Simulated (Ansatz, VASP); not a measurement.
One calculation of TaN, two programs

INCAR

```
  PREC = Accurate
  ENCUT = 520
  EDIFF = 1E-6
  ISMEAR = 0
  SIGMA = 0.15
  LREAL = F
  LASPH = T
  NELM = 80
  ALGO = Normal
  ISIF = 2
  LWAVE = F
  LCHARG = F
  GGA = PS
  NBANDS = 15
```

Contents of KPOINTS:

```
Automatic mesh
0
Gamma
  21 21 18
```

Contents of POSCAR:

```
TaN
1.0
    2.9999774088      0.0000000000      0.0000000000
   -1.4999887044      2.5980566468      0.0000000000
    0.0000000000      0.0000000000      2.9453005316
Ta N
1 1
Direct
    0.3333333333      0.6666666667      0.5000000000
    0.0000000000      0.0000000000      0.0000000000
```

Input for Ansatz:

```yaml
crystal:
  lattice:
    - [2.9999774088, 0.0, 0.0]
    - [-1.4999887044, 2.5980566468, 0.0]
    - [0.0, 0.0, 2.9453005316]
  atoms:
    - { symbol: Ta, position: [0.3333333333, 0.6666666667, 0.5] }
    - { symbol: "N", position: [0.0, 0.0, 0.0] }
basis:
  ecutwfc: 520.0
kpoints:
  mp_grid: { grid: [21, 21, 18] }
hamiltonian:
  xc: pbesol
scf:
  occupations: { method: gaussian, width: 0.15 }
output:
  forces: true
  stress: true
  eigenvalues: true
```

Alike in both runs: task single point; functional PBEsol; k mesh 21 × 21 × 18; occupations gaussian, width 0.15 eV; no spin polarisation.

|  | VASP | Ansatz |
| --- | --- | --- |
| version | VASP 6.6.1 | Ansatz 0.2.0 |
| potentials or method | VASP PAW PBE potentials, release 64 (Ta_pv, N), cutoff 520 eV | scalar-relativistic, plane waves, PAW |
| valence electrons in the cell | 16 | 18 |

```csv
,VASP,Ansatz,Ansatz less VASP
gap on the k mesh at the Fermi level (eV),none,none,-
pressure (GPa),-23.1,-23.7,-0.52
"traceless stress, the component that is largest in VASP (GPa)",-1.72,-1.81,-0.094
```

VASP's potentials were made for PBE, not for PBEsol. A gap of «none» marks a metal or a gap that the smearing closes. VASP's potentials hold 16 valence electrons a cell and Ansatz's 18, so a difference there can come from the potentials and not from the codes.

Spin-orbit coupling is off throughout.
